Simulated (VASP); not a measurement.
# AlNiB (Cmcm) in VASP: single point with r2SCAN

Aim: the single point of AlNiB with r2SCAN.

Program: VASP 6.6.1. These are calculated values, not measurements. Logs are shortened: lines on timing, memory, paths and dates and some standing lists are left out, and cuts for length are marked.

### Step 1. The cell of the first run

It takes space group Cmcm (No. 63, orthorhombic). The conventional cell has a = 3.013 Å, b = 13.087 Å, c = 2.919 Å, α = 90.00°, β = 90.00°, γ = 90.00°. Ni (site symmetry m2m) has 6 B at 2.22 to 2.23 Å and 5 Al at 2.54 to 2.76 Å and 6 Ni at 2.77 to 3.01 Å within 3.1 Å. Al (site symmetry m2m) has 1 B at 2.15 Å and 4 Al at 2.48 Å and 5 Ni at 2.54 to 2.76 Å within 2.8 Å. B (site symmetry m2m) has 2 B at 1.73 Å and 1 Al at 2.15 Å and 6 Ni at 2.22 to 2.23 Å within 2.3 Å.

### Step 2. Single point, r2SCAN

The input, POSCAR:

```
AlNiB
1.0
    3.0129810000      0.0000000000      0.0000000000
    1.5064910000     -6.5433250000      0.0000000000
    0.0000000000      0.0000000000     -2.9192490000
Ni Al B
2 2 2
Direct
    0.9100200000      0.1799600000      0.7500000000
    0.0899800000      0.8200400000      0.2500000000
    0.3005800000      0.3988400000      0.2500000000
    0.6994200000      0.6011600000      0.7500000000
    0.4645000000      0.0710000000      0.2500000000
    0.5355000000      0.9290000000      0.7500000000
```

The input, INCAR.step1:

```
SYSTEM = AlNiB
PREC     = Accurate       ! precision mode
ENCUT    = 520            ! plane-wave cutoff, eV
ISMEAR   = -1             ! smearing method
SIGMA    = 0.0273         ! smearing width, eV
LREAL    = .False.        ! projectors in reciprocal space
LASPH    = .True.         ! aspherical terms in the spheres
NELM     = 80             ! most SCF steps
NBANDS   = 25             ! bands
GGA      = PE             ! functional
ALGO     = Normal         ! electronic algorithm
EDIFF    = 1E-4           ! SCF threshold, eV
LWAVE    = .True.         ! write WAVECAR
LCHARG   = .False.        ! write CHGCAR
```

The input, INCAR.step2:

```
SYSTEM = AlNiB
PREC     = Accurate       ! precision mode
ENCUT    = 520            ! plane-wave cutoff, eV
EDIFF    = 1E-6           ! SCF threshold, eV
ISMEAR   = -1             ! smearing method
SIGMA    = 0.0273         ! smearing width, eV
LREAL    = .False.        ! projectors in reciprocal space
LASPH    = .True.         ! aspherical terms in the spheres
NELM     = 80             ! most SCF steps
ALGO     = Normal         ! electronic algorithm
ISIF     = 2              ! what is computed and relaxed
LWAVE    = .False.        ! write WAVECAR
LCHARG   = .True.         ! write CHGCAR
METAGGA  = R2SCAN         ! meta-GGA
LMIXTAU  = .True.       
LELF     = .True.         ! ELF
LVHAR    = .True.       
NBANDS   = 25             ! bands
ISTART   = 1
```

The input, KPOINTS:

```
Automatic mesh
0
Gamma
  8 8 8
  0 0 0
```

Potentials or basis: VASP PAW PBE potentials, release 64 (Ni, Al, B).

On the command line:

```
$ cat potpaw_PBE.64/Ni/POTCAR potpaw_PBE.64/Al/POTCAR potpaw_PBE.64/B/POTCAR > POTCAR
$ cp INCAR.step1 INCAR
$ mpirun -np 1 vasp_std > vasp.out
$ cp INCAR.step2 INCAR
$ mpirun -np 1 vasp_std > vasp.out
```

OUTCAR:

```text
SYSTEM = AlNiB
   PREC = Accurate
   ENCUT = 520
   EDIFF = 1E-6
   ISMEAR = -1
   LREAL = .False.
   LASPH = .True.
   NELM = 80
   ISIF = 2
   METAGGA = R2SCAN
   ISTART = 1

 ion  position               nearest neighbor table
   1  0.910  0.180  0.750-   5 2.22   5 2.22   5 2.22   5 2.22   6 2.23   6 2.23   3 2.54   3 2.54
                             3 2.54   3 2.54   4 2.76   2 2.77   2 2.77
   2  0.090  0.820  0.250-   6 2.22   6 2.22   6 2.22   6 2.22   5 2.23   5 2.23   4 2.54   4 2.54
                             4 2.54   4 2.54   3 2.76   1 2.77   1 2.77
   3  0.301  0.399  0.250-   5 2.15   4 2.48   4 2.48   4 2.48   4 2.48   1 2.54   1 2.54   1 2.54
                             1 2.54   2 2.76
   4  0.699  0.601  0.750-   6 2.15   3 2.48   3 2.48   3 2.48   3 2.48   2 2.54   2 2.54   2 2.54
                             2 2.54   1 2.76
   5  0.465  0.071  0.250-   6 1.73   6 1.73   3 2.15   1 2.22   1 2.22   1 2.22   1 2.22   2 2.23
                             2 2.23
   6  0.535  0.929  0.750-   5 1.73   5 1.73   4 2.15   2 2.22   2 2.22   2 2.22   2 2.22   1 2.23
                             1 2.23

  LATTYP: Found a base centered orthorhombic cell.
 ALAT       =     3.0129810000
 B/A-ratio  =     4.3434226767
 C/A-ratio  =     0.9688906103

  Lattice vectors:

 A1 = (   1.5064900000,   6.5433250000,   0.0000000000)
 A2 = (   1.5064910000,  -6.5433250000,   0.0000000000)
 A3 = (   0.0000000000,   0.0000000000,  -2.9192490000)

Analysis of symmetry for initial positions (statically):
=====================================================================
 Subroutine PRICEL returns:
 Original cell was already a primitive cell.

 Routine SETGRP: Setting up the symmetry group for a
 base centered orthorhombic supercell.

 Subroutine GETGRP returns: Found  8 space group operations
 (whereof  4 operations were pure point group operations)
 out of a pool of  8 trial point group operations.

The static configuration has the point symmetry C_2h.
 The point group associated with its full space group is D_2h.

Analysis of symmetry for dynamics (positions and initial velocities):
=====================================================================
 Subroutine PRICEL returns:
 Original cell was already a primitive cell.

 Routine SETGRP: Setting up the symmetry group for a
 base centered orthorhombic supercell.

 Subroutine GETGRP returns: Found  8 space group operations
 (whereof  4 operations were pure point group operations)
 out of a pool of  8 trial point group operations.

The dynamic configuration has the point symmetry C_2h.
 The point group associated with its full space group is D_2h.

 Subroutine INISYM returns: Found  8 space group operations
 (whereof  4 operations are pure point group operations),
 and found     1 'primitive' translations

----------------------------------------------------------------------------------------

                                     Primitive cell

  volume of cell :      57.5527

  direct lattice vectors                    reciprocal lattice vectors
     3.012981000  0.000000000  0.000000000     0.331897214  0.076413775  0.000000000
     1.506491000 -6.543325000  0.000000000     0.000000000 -0.152827500  0.000000000
     0.000000000  0.000000000 -2.919249000     0.000000000  0.000000000 -0.342553855

  length of vectors
     3.012981000  6.714507963  2.919249000     0.340580131  0.152827500  0.342553855

  position of ions in fractional coordinates (direct lattice)
     0.910020000  0.179960000  0.750000000
     0.089980000  0.820040000  0.250000000
     0.300580000  0.398840000  0.250000000
     0.699420000  0.601160000  0.750000000
     0.464500000  0.071000000  0.250000000
     0.535500000  0.929000000  0.750000000

  ion indices of the primitive-cell ions
   primitive index   ion index
                 1           1
                 2           2
                 3           3
                 4           4
                 5           5
                 6           6

----------------------------------------------------------------------------------------

 KPOINTS: Automatic mesh

Automatic generation of k-mesh.
 Grid dimensions read from file:
 generate k-points for:    8    8    8

 Generating k-lattice:

  Cartesian coordinates                     Fractional coordinates (reciprocal lattice)
     0.041487152  0.009551722  0.000000000     0.125000000  0.000000000  0.000000000
     0.000000000 -0.019103437  0.000000000     0.000000000  0.125000000  0.000000000
     0.000000000  0.000000000 -0.042819232     0.000000000  0.000000000  0.125000000

  Length of vectors
     0.042572516  0.019103437  0.042819232

  Shift w.r.t. Gamma in fractional coordinates (k-lattice)
     0.000000000  0.000000000  0.000000000

 Subroutine IBZKPT returns following result:
 ===========================================

 Found    105 irreducible k-points:

 Following reciprocal coordinates:
            Coordinates               Weight
  0.000000  0.000000  0.000000      1.000000
  0.125000  0.000000  0.000000      4.000000
  0.250000  0.000000  0.000000      4.000000
  0.375000  0.000000  0.000000      4.000000
  0.500000  0.000000  0.000000      2.000000
  0.000000  0.125000  0.000000      2.000000
[... 16 lines left out ...]
  0.125000  0.000000  0.125000      8.000000
  0.250000  0.000000  0.125000      8.000000
 [... further k-points ...]
   k-points           NKPTS =    105   k-points in BZ     NKDIM =    105   number of bands    NBANDS=     25
   number of dos      NEDOS =    301   number of ions     NIONS =      6
   total plane-waves  NPLWV =  28800
   dimension x,y,z NGX =    24 NGY =   50 NGZ =   24
   dimension x,y,z NGXF=    48 NGYF=  100 NGZF=   48
   ions per type =               2   2   2
   NGX,Y,Z   is equivalent  to a cutoff of  13.24, 12.38, 13.67 a.u.
   NGXF,Y,Z  is equivalent  to a cutoff of  26.48, 24.76, 27.34 a.u.
 SYSTEM =  AlNiB
   PREC   = accura    normal or accurate (medium, high low for compatibility)
   ISTART =      1    job   : 0-new  1-cont  2-samecut
   ICHARG =      0    charge: 1-file 2-atom 10-const
   ISPIN  =      1    spin polarized calculation?
   LNONCOLLINEAR =      F non collinear calculations
   LSORBIT =      F    spin-orbit coupling
   LASPH  =      T    aspherical Exc in radial PAW
   ENCUT  =  520.0 eV  38.22 Ry    6.18 a.u.   5.60 12.48  5.43*2*pi/ulx,y,z
   NELM   =     80;   NELMIN=  2; NELMDL=  0     # of ELM steps
   EDIFF  = 0.1E-05   stopping-criterion for ELM
   LREAL  =      F    real-space projection
   EDIFFG = 0.1E-04   stopping-criterion for IOM
   NSW    =      0    number of steps for IOM
   IBRION =     -1    ionic relax: 0-MD 1-quasi-New 2-CG
   NFREE  =      0    steps in history (QN), initial steepest desc. (CG)
   ISIF   =      2    stress and relaxation
   ISYM   =      2    0-nonsym 1-usesym 2-fastsym
   POTIM  = 0.5000    time-step for ionic-motion
   TEBEG  =    0.0;   TEEND  =   0.0 temperature during run
   PSTRESS=    0.0 pullay stress
   NELECT =      32.0000    total number of electrons
   NUPDOWN=      -1.0000    fix difference up-down
   EMIN   =  10.00;   EMAX   =-10.00  energy-range for DOS
   EFERMI =   0.00;   METHOD = LEGACY
   ISMEAR =    -1;   SIGMA  =   0.03  broadening in eV -4-tet -1-fermi 0-gaus
   EFERMI_NEDOS =   21; number of points for ismear=-14 and -15
   IALGO  =     38    algorithm
   IMIX   =      4    mixing-type and parameters
     AMIX     =   0.40;   BMIX     =  1.00
     AMIX_MAG =   1.60;   BMIX_MAG =  1.00
  volume/ion in A,a.u.               =       9.59        64.73
  Fermi-wavevector in a.u.,A,eV,Ry     =   1.346179  2.543909 24.656450  1.812198
  Thomas-Fermi vector in A             =   2.474032
   LORBIT       =      0    0 simple, 1 ext, 2 COOP (PROOUT), +10 PAW based schemes
   METAGGA = R2SCAN    functional components
   LHFCALC =     F    Hartree Fock is set to
   AEXX    =    0.0000 exact exchange contribution
   IVDW    =     0    specifies the selected vdW correction
   LEPSILON=     F    determine dielectric tensor
   LRPA    =     F    only Hartree local field effects (RPA)
 non-spin polarized calculation
  energy-cutoff  :      520.00
  volume of cell :       57.55
 maximum number of plane-waves:      1579
 NGX is ok and might be reduce to    24
   NGX = 11   NGY = 25   NGZ = 11

 number of electron      32.0000001 magnetization

 Free energy of the ion-electron system (eV)
  ---------------------------------------------------
  ext. energy  EPLUGINS =         0.00000000
  ---------------------------------------------------
  free energy    TOTEN  =       -52.03274468 eV

  energy without entropy =      -52.02546039  energy(sigma->0) =      -52.02910253

 E-fermi :  10.8514     XC(G=0): -13.3531

 val. band max:       10.8378543197   @ k =  -0.3750   0.1250   0.0000
 cond. band min:      10.8545671109   @ k =  -0.3750   0.1250   0.5000
 fundamental gap:      0.0167127913
 Fermi energy:        10.8514449973

 k-point     1 :       0.0000    0.0000    0.0000
  band No.  band energies     occupation
      1      -4.0670      2.00000
      2      -0.6794      2.00000
      3       0.1759      2.00000
      4       6.1921      2.00000
      5       6.4433      2.00000
      6       6.5588      2.00000
[... 17 lines left out ...]
     24      18.4961      0.00000
     25      19.8141      0.00000

 k-point     2 :       0.1250    0.0000    0.0000
  band No.  band energies     occupation
      1      -3.8299      2.00000
      2      -0.5903      2.00000
      3       0.5646      2.00000
      4       5.6779      2.00000
      5       6.2603      2.00000
      6       6.5500      2.00000
[... 17 lines left out ...]
     24      18.2665      0.00000
     25      19.8015      0.00000

 k-point     3 :       0.2500    0.0000    0.0000
  band No.  band energies     occupation
      1      -3.1545      2.00000
      2      -0.1730      2.00000
      3       1.5166      2.00000
      4       4.4089      2.00000
      5       6.0085      2.00000
      6       6.2206      2.00000
[... 552 lines left out ...]
 k-point    23 :       0.1250    0.0000    0.1250
  band No.  band energies     occupation
      1      -3.5831      2.00000
      2      -0.3418      2.00000
      3       0.8212      2.00000
      4       5.4559      2.00000
      5       5.7931      2.00000
      6       6.2982      2.00000
[... 17 lines left out ...]
     24      19.4735      0.00000
     25      20.1063      0.00000

 k-point    24 :       0.2500    0.0000    0.1250
  band No.  band energies     occupation
      1      -2.9207      2.00000
      2       0.0762      2.00000
      3       1.7465      2.00000
      4       4.5762      2.00000
      5       5.5217      2.00000
      6       6.1395      2.00000
[... 17 lines left out ...]
     24      20.2759      0.00000
     25      20.9444      0.00000

 [... further k-points ...]
[... 5 lines left out ...]
  --------------------------------------------------------------------------------------
  -------------------------------------------------------------------------------------
  Total        3.6833909      4.8338147      5.4989286     -0.0000004      0.0000000      0.0000000
  in kB      102.5397769    134.5657572    153.0814750     -0.0000103      0.0000000      0.0000000
  external PRESSURE =     130.0623364 kB  Pullay stress =       0.0000000 kB

 VOLUME and BASIS-vectors are now :
 -----------------------------------------------------------------------------
  energy-cutoff  :      520.00
  volume of cell :       57.55
      direct lattice vectors                 reciprocal lattice vectors
     3.012981000  0.000000000  0.000000000     0.331897214  0.076413775  0.000000000
     1.506491000 -6.543325000  0.000000000     0.000000000 -0.152827500  0.000000000
     0.000000000  0.000000000 -2.919249000     0.000000000  0.000000000 -0.342553855

 POSITION                                       TOTAL-FORCE (eV/Angst)
 -----------------------------------------------------------------------------------
      3.01298     -1.17754     -2.18944        -0.000000      0.173810      0.000000
      1.50649     -5.36579     -0.72981         0.000000     -0.173810     -0.000000
      1.50649     -2.60974     -0.72981        -0.000000      1.434446      0.000000
      3.01298     -3.93359     -2.18944         0.000000     -1.434446     -0.000000
      1.50649     -0.46458     -0.72981        -0.000000      1.168462      0.000000
      3.01298     -6.07875     -2.18944         0.000000     -1.168462     -0.000000
 -----------------------------------------------------------------------------------
    total drift:                                0.000000      0.000000      0.000000

  FREE ENERGIE OF THE ION-ELECTRON SYSTEM (eV)
  ---------------------------------------------------
  free  energy   TOTEN  =       -52.0327446755 eV

  energy  without entropy=      -52.0254603873  energy(sigma->0) =      -52.02910253
```

It took 12 min on 1 thread of Intel Xeon 8259CL, shared host; peak memory 0.28 GiB.

What came out:

```
Free energy            : -52.0327 eV
Pressure               : 13.0 GPa
Largest force          : 1.434 eV/Å
Band gap on the k mesh : zero (bands 16 and 17 overlap by 0.91 eV)
```

Forces in eV/Å, atoms in the order of the input:
```
Ni   0.000  0.174  0.000
Ni   0.000 -0.174  0.000
Al   0.000  1.434  0.000
Al   0.000 -1.434  0.000
B    0.000  1.168  0.000
B    0.000 -1.168  0.000
```

Levels at points of the mesh, in eV from the Fermi level:
| k point | band 12 | band 13 | band 14 | band 15 | band 16 | band 17 | band 18 | band 19 | band 20 | band 21 |
| --- | --- | --- | --- | --- | --- | --- | --- | --- | --- | --- |
| (0.00, 0.00, 0.00) | -2.47 | -2.30 | -1.37 | -0.20 | -0.06 | 1.16 | 2.98 | 4.12 | 4.98 | 5.87 |
| (0.50, 0.00, 0.00) | -2.96 | -2.28 | -2.24 | -2.13 | 0.07 | 0.92 | 1.00 | 1.56 | 5.57 | 7.63 |
| (0.00, 0.50, 0.00) | -2.46 | -2.38 | -1.24 | -1.20 | -0.41 | 3.56 | 4.01 | 4.19 | 4.48 | 4.58 |
| (0.00, 0.00, 0.50) | -2.70 | -1.90 | -1.90 | -1.59 | -1.59 | 1.96 | 1.96 | 4.30 | 4.30 | 6.94 |
| (0.50, 0.00, 0.50) | -3.14 | -2.17 | -2.17 | -1.08 | -1.08 | -0.45 | -0.45 | 0.87 | 0.87 | 3.25 |
| (0.00, 0.50, 0.50) | -2.72 | -2.03 | -2.03 | -1.66 | -1.66 | 0.99 | 0.99 | 4.27 | 4.27 | 7.58 |

Caveat: the cell stands under pressure; the PAW data sets were made with another functional, which shifts forces and pressure a little. Spin polarisation is off, so any magnetic state and its effect on volume and gap are missing.
